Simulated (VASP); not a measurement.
# Lu (Im-3m) in VASP: single point with LDA

Aim: the single point of Lu with LDA.

All numbers are computed with VASP 6.6.1; they aren't measurements. Logs are shortened: lines on timing, memory, paths and dates and some standing lists are left out, and cuts for length are marked.

**1. The cell of the first run**

It takes space group Im-3m (No. 229, cubic). Conventional cell: a = 3.122 Å, b = 3.122 Å, c = 3.122 Å, α = 90.00°, β = 90.00°, γ = 90.00°. Lu (site symmetry m-3m) has 14 Lu at 2.70 to 3.12 Å within 3.6 Å.

This isn't the form of Lu at room conditions, which is hcp.

**2. Single point, LDA (15.22 Å³/atom)**

POSCAR reads:

```
Lu
1.0
   -1.5611404173      1.5611404173      1.5611404173
    1.5611404173     -1.5611404173      1.5611404173
    1.5611404173      1.5611404173     -1.5611404173
Lu
1
Direct
    0.0000000000      0.0000000000      0.0000000000
```

INCAR.step1 reads:

```
ALGO = Normal ; EDIFF = 1E-6
ENCUT = 520 ; GGA = CA
ISIF = 2 ; ISMEAR = -1
LASPH = True ; LCHARG = True
LREAL = False ; LWAVE = False
NBANDS = 18 ; NELM = 80
PREC = Accurate ; SIGMA = 0.1
```

KPOINTS.step1 reads:

```
k-points
0
Gamma
  14 14 14
```

INCAR.step2 reads:

```
ALGO = Normal ; EDIFF = 1E-6
ENCUT = 520 ; GGA = CA
ICHARG = 11 ; ISIF = 2
ISMEAR = -5 ; LASPH = True
LCHARG = False ; LORBIT = 11
LREAL = False ; LWAVE = False
NBANDS = 18 ; NEDOS = 1001
NELM = 80 ; PREC = Accurate
SIGMA = 0.1
```

KPOINTS.step2 reads:

```
k-points
0
Gamma
  21 21 21
```

Potentials or basis: VASP PAW PBE potentials, release 64 (Lu).

Run with:

```sh
$ cat potpaw_PBE.64/Lu/POTCAR > POTCAR
$ cp INCAR.step1 INCAR
$ cp KPOINTS.step1 KPOINTS
$ mpirun -np 1 vasp_std > vasp.out
$ cp INCAR.step2 INCAR
$ cp KPOINTS.step2 KPOINTS
$ mpirun -np 1 vasp_std > vasp.out
```

OUTCAR:

```text
EDIFF = 1E-6
   ENCUT = 520
   GGA = CA
   ICHARG = 11
   ISIF = 2
   ISMEAR = -5
   LASPH = True
   LORBIT = 11
   LREAL = False
   NELM = 80
   PREC = Accurate

 ion  position               nearest neighbor table
   1  0.000  0.000  0.000-

  LATTYP: Found a body centered cubic cell.
 ALAT       =     3.1222808346

  Lattice vectors:

 A1 = (  -1.5611404173,   1.5611404173,   1.5611404173)
 A2 = (   1.5611404173,  -1.5611404173,   1.5611404173)
 A3 = (   1.5611404173,   1.5611404173,  -1.5611404173)

Analysis of symmetry for initial positions (statically):
=====================================================================
 Subroutine PRICEL returns:
 Original cell was already a primitive cell.

 Routine SETGRP: Setting up the symmetry group for a
 body centered cubic supercell.

 Subroutine GETGRP returns: Found 48 space group operations
 (whereof 48 operations were pure point group operations)
 out of a pool of 48 trial point group operations.

The static configuration has the point symmetry O_h .

Analysis of symmetry for dynamics (positions and initial velocities):
=====================================================================
 Subroutine PRICEL returns:
 Original cell was already a primitive cell.

 Routine SETGRP: Setting up the symmetry group for a
 body centered cubic supercell.

 Subroutine GETGRP returns: Found 48 space group operations
 (whereof 48 operations were pure point group operations)
 out of a pool of 48 trial point group operations.

The dynamic configuration has the point symmetry O_h .

 Subroutine INISYM returns: Found 48 space group operations
 (whereof 48 operations are pure point group operations),
 and found     1 'primitive' translations

----------------------------------------------------------------------------------------

                                     Primitive cell

  volume of cell :      15.2190

  direct lattice vectors                    reciprocal lattice vectors
    -1.561140417  1.561140417  1.561140417     0.000000000  0.320278685  0.320278685
     1.561140417 -1.561140417  1.561140417     0.320278685  0.000000000  0.320278685
     1.561140417  1.561140417 -1.561140417     0.320278685  0.320278685  0.000000000

  length of vectors
     2.703974521  2.703974521  2.703974521     0.452942460  0.452942460  0.452942460

  position of ions in fractional coordinates (direct lattice)
     0.000000000  0.000000000  0.000000000

  ion indices of the primitive-cell ions
   primitive index   ion index
                 1           1

----------------------------------------------------------------------------------------

 KPOINTS: k-points

Automatic generation of k-mesh.
 Grid dimensions read from file:
 generate k-points for:   21   21   21

 Generating k-lattice:

  Cartesian coordinates                     Fractional coordinates (reciprocal lattice)
     0.000000000  0.015251366  0.015251366     0.047619048  0.000000000  0.000000000
     0.015251366  0.000000000  0.015251366     0.000000000  0.047619048  0.000000000
     0.015251366  0.015251366  0.000000000     0.000000000  0.000000000  0.047619048

  Length of vectors
     0.021568689  0.021568689  0.021568689

  Shift w.r.t. Gamma in fractional coordinates (k-lattice)
     0.000000000  0.000000000  0.000000000

 TETIRR: Found  10986 inequivalent tetrahedra from    55566

 Subroutine IBZKPT returns following result:
 ===========================================

 Found    286 irreducible k-points:

 Following reciprocal coordinates:
            Coordinates               Weight
  0.000000  0.000000  0.000000      1.000000
  0.047619  0.000000  0.000000     12.000000
  0.095238  0.000000  0.000000     12.000000
  0.142857  0.000000  0.000000     12.000000
  0.190476  0.000000  0.000000     12.000000
  0.238095  0.000000  0.000000     12.000000
[... 16 lines left out ...]
  0.142857  0.095238  0.000000     48.000000
  0.190476  0.095238  0.000000     48.000000
 [... further k-points ...]
   k-points           NKPTS =    286   k-points in BZ     NKDIM =    286   number of bands    NBANDS=     18
   number of dos      NEDOS =   1001   number of ions     NIONS =      1
   total plane-waves  NPLWV =   8000
   dimension x,y,z NGX =    20 NGY =   20 NGZ =   20
   dimension x,y,z NGXF=    40 NGYF=   40 NGZF=   40
   ions per type =               1
   NGX,Y,Z   is equivalent  to a cutoff of  12.30, 12.30, 12.30 a.u.
   NGXF,Y,Z  is equivalent  to a cutoff of  24.59, 24.59, 24.59 a.u.
 SYSTEM =  unknown system
   PREC   = accura    normal or accurate (medium, high low for compatibility)
   ISTART =      0    job   : 0-new  1-cont  2-samecut
   ICHARG =     11    charge: 1-file 2-atom 10-const
   ISPIN  =      1    spin polarized calculation?
   LNONCOLLINEAR =      F non collinear calculations
   LSORBIT =      F    spin-orbit coupling
   LASPH  =      T    aspherical Exc in radial PAW
   ENCUT  =  520.0 eV  38.22 Ry    6.18 a.u.   5.03  5.03  5.03*2*pi/ulx,y,z
   NELM   =     80;   NELMIN=  2; NELMDL=  0     # of ELM steps
   EDIFF  = 0.1E-05   stopping-criterion for ELM
   LREAL  =      F    real-space projection
   EDIFFG = 0.1E-04   stopping-criterion for IOM
   NSW    =      0    number of steps for IOM
   IBRION =     -1    ionic relax: 0-MD 1-quasi-New 2-CG
   NFREE  =      0    steps in history (QN), initial steepest desc. (CG)
   ISIF   =      2    stress and relaxation
   ISYM   =      2    0-nonsym 1-usesym 2-fastsym
   POTIM  = 0.5000    time-step for ionic-motion
   TEBEG  =    0.0;   TEEND  =   0.0 temperature during run
   PSTRESS=    0.0 pullay stress
   NELECT =      25.0000    total number of electrons
   NUPDOWN=      -1.0000    fix difference up-down
   EMIN   =  10.00;   EMAX   =-10.00  energy-range for DOS
   EFERMI =   0.00;   METHOD = LEGACY
   ISMEAR =    -5;   SIGMA  =   0.10  broadening in eV -4-tet -1-fermi 0-gaus
   EFERMI_NEDOS =   21; number of points for ismear=-14 and -15
   IALGO  =     38    algorithm
   IMIX   =      4    mixing-type and parameters
     AMIX     =   0.40;   BMIX     =  1.00
     AMIX_MAG =   1.60;   BMIX_MAG =  1.00
  volume/ion in A,a.u.               =      15.22       102.70
  Fermi-wavevector in a.u.,A,eV,Ry     =   1.931640  3.650270 50.766511  3.731233
  Thomas-Fermi vector in A             =   2.963582
   LORBIT       =     11    0 simple, 1 ext, 2 COOP (PROOUT), +10 PAW based schemes
   GGA     = CA    functional components
   LHFCALC =     F    Hartree Fock is set to
   AEXX    =    0.0000 exact exchange contribution
   IVDW    =     0    specifies the selected vdW correction
   LEPSILON=     F    determine dielectric tensor
   LRPA    =     F    only Hartree local field effects (RPA)
 non-spin polarized calculation
 Fermi weights with tetrahedron method with Bloechl corrections
  energy-cutoff  :      520.00
  volume of cell :       15.22
 maximum number of plane-waves:       421

 number of electron      25.0000007 magnetization

 Free energy of the ion-electron system (eV)
  ---------------------------------------------------
  ext. energy  EPLUGINS =         0.00000000
  ---------------------------------------------------
  free energy    TOTEN  =        -3.44731062 eV

  energy without entropy =       -3.44731062  energy(sigma->0) =       -3.44731062

 E-fermi :   4.8274     XC(G=0): -14.7460

 val. band max:        4.8480055123   @ k =   0.2857   0.2381   0.1905
 cond. band min:       4.8116399372   @ k =   0.2381   0.1905   0.1905
 fundamental gap:     -0.0363655751
 Fermi energy:         4.8273793270

 k-point     1 :       0.0000    0.0000    0.0000
  band No.  band energies     occupation
      1     -50.6328      2.00000
      2     -19.8229      2.00000
      3     -19.8229      2.00000
      4     -19.8229      2.00000
      5      -2.0514      2.00000
      6      -0.0147      2.00000
[... 10 lines left out ...]
     17      11.6867      0.00000
     18      20.8368      0.00000

 k-point     2 :       0.0476    0.0000    0.0000
  band No.  band energies     occupation
      1     -50.6222      2.00000
      2     -19.9165      2.00000
      3     -19.8476      2.00000
      4     -19.8244      2.00000
      5      -1.8939      2.00000
      6      -0.0129      2.00000
[... 10 lines left out ...]
     17      11.6811      0.00000
     18      20.9920      0.00000

 k-point     3 :       0.0952    0.0000    0.0000
  band No.  band energies     occupation
      1     -50.5913      2.00000
      2     -20.1817      2.00000
      3     -19.9190      2.00000
      4     -19.8290      2.00000
      5      -1.4463      2.00000
      6      -0.0066      2.00000
[... 10 lines left out ...]
     17      11.6748      0.00000
     18      21.4277      0.00000

 k-point     4 :       0.1429    0.0000    0.0000
  band No.  band energies     occupation
      1     -50.5424      2.00000
      2     -20.5785      2.00000
      3     -20.0292      2.00000
      4     -19.8361      2.00000
      5      -0.7845      2.00000
      6       0.0047      2.00000
[... 10 lines left out ...]
     17      11.6930      0.00000
     18      22.0475      0.00000

 k-point     5 :       0.1905    0.0000    0.0000
  band No.  band energies     occupation
      1     -50.4797      2.00000
      2     -21.0547      2.00000
      3     -20.1664      2.00000
      4     -19.8454      2.00000
      5      -0.1184      2.00000
      6       0.0156      2.00000
[... 10 lines left out ...]
     17      11.7650      0.00000
     18      22.6226      0.00000

 k-point     6 :       0.2381    0.0000    0.0000
  band No.  band energies     occupation
      1     -50.4083      2.00000
      2     -21.5584      2.00000
      3     -20.3172      2.00000
      4     -19.8561      2.00000
      5       0.0044      2.00000
      6       0.0250      2.00000
[... 10 lines left out ...]
     17      11.9147      0.00000
     18      22.7008      0.00000

 k-point     7 :       0.2857    0.0000    0.0000
  band No.  band energies     occupation
      1     -50.3344      2.00000
      2     -22.0442      2.00000
      3     -20.4674      2.00000
      4     -19.8672      2.00000
      5       0.0308      2.00000
      6       0.0447      2.00000
[... 10 lines left out ...]
     17      12.5334      0.00000
     18      22.0065      0.00000

 k-point     8 :       0.3333    0.0000    0.0000
  band No.  band energies     occupation
      1     -50.2647      2.00000
      2     -22.4751      2.00000
      3     -20.6043      2.00000
      4     -19.8777      2.00000
      5       0.0325      2.00000
      6       0.0909      2.00000
[... 10 lines left out ...]
     17      14.0848      0.00000
     18      20.8986      0.00000
[... 229 lines left out ...]
     17      16.6014      0.00000
     18      19.4443      0.00000

 k-point    20 :       0.4286    0.0476   -0.0000
  band No.  band energies     occupation
      1     -50.1455      2.00000
      2     -23.1224      2.00000
      3     -20.8493      2.00000
      4     -19.9291      2.00000
      5       0.0310      2.00000
      6       0.1304      2.00000
[... 10 lines left out ...]
     17      17.9164      0.00000
     18      18.7312      0.00000

 k-point    21 :       0.4762    0.0476    0.0000
  band No.  band energies     occupation
      1     -50.1342      2.00000
      2     -23.1838      2.00000
      3     -20.8711      2.00000
      4     -19.9310      2.00000
      5       0.0302      2.00000
      6       0.1271      2.00000
[... 10 lines left out ...]
     17      18.4530      0.00000
     18      18.4925      0.00000

 k-point    22 :       0.0952    0.0952    0.0000
  band No.  band energies     occupation
      1     -50.5147      2.00000
      2     -20.7821      2.00000
      3     -20.0346      2.00000
      4     -19.9109      2.00000
      5      -0.4170      2.00000
      6      -0.0005      2.00000
[... 10 lines left out ...]
     17      12.0095      0.00000
     18      22.0561      0.00000

 k-point    23 :       0.1429    0.0952    0.0000
  band No.  band energies     occupation
      1     -50.4545      2.00000
      2     -21.2040      2.00000
      3     -20.1716      2.00000
      4     -19.9405      2.00000
      5       0.0052      2.00000
      6       0.0279      2.00000
[... 10 lines left out ...]
     17      12.2830      0.00000
     18      22.7193      0.00000

 k-point    24 :       0.1905    0.0952    0.0000
  band No.  band energies     occupation
      1     -50.3860      2.00000
      2     -21.6492      2.00000
      3     -20.3412      2.00000
      4     -19.9601      2.00000
      5       0.0213      2.00000
      6       0.0574      2.00000
[... 10 lines left out ...]
     17      12.5732      0.00000
     18      23.0153      0.00000

 [... further k-points ...]
[... 5 lines left out ...]
  --------------------------------------------------------------------------------------
  -------------------------------------------------------------------------------------
  Total        6.3171791      6.3171791      6.3171791     -0.0000000     -0.0000000      0.0000000
  in kB      665.0401677    665.0401677    665.0401677     -0.0000000     -0.0000000      0.0000000
  external PRESSURE =     665.0401677 kB  Pullay stress =       0.0000000 kB

 VOLUME and BASIS-vectors are now :
 -----------------------------------------------------------------------------
  energy-cutoff  :      520.00
  volume of cell :       15.22
      direct lattice vectors                 reciprocal lattice vectors
    -1.561140417  1.561140417  1.561140417     0.000000000  0.320278685  0.320278685
     1.561140417 -1.561140417  1.561140417     0.320278685  0.000000000  0.320278685
     1.561140417  1.561140417 -1.561140417     0.320278685  0.320278685  0.000000000

 POSITION                                       TOTAL-FORCE (eV/Angst)
 -----------------------------------------------------------------------------------
      0.00000      0.00000      0.00000         0.000000     -0.000000     -0.000000
 -----------------------------------------------------------------------------------
    total drift:                               -0.000000     -0.000000      0.000000

  FREE ENERGIE OF THE ION-ELECTRON SYSTEM (eV)
  ---------------------------------------------------
  free  energy   TOTEN  =        -3.4473106191 eV

  energy  without entropy=       -3.4473106191  energy(sigma->0) =       -3.44731062

 total charge

# of ion       s       p       d       f       tot
--------------------------------------------------
    1        2.499   6.089   1.859  13.999  24.446
```

It took 75 s on 1 thread of Oxide Virtual Turin-like, shared host; peak memory 0.18 GiB.

Results:

```
Valence electrons inside the program's atomic spheres : Lu 24.45
```

Caveat: the PAW data sets were made with another functional, which shifts forces and pressure a little; spin-orbit coupling is left out, which moves the levels of the heavy elements.
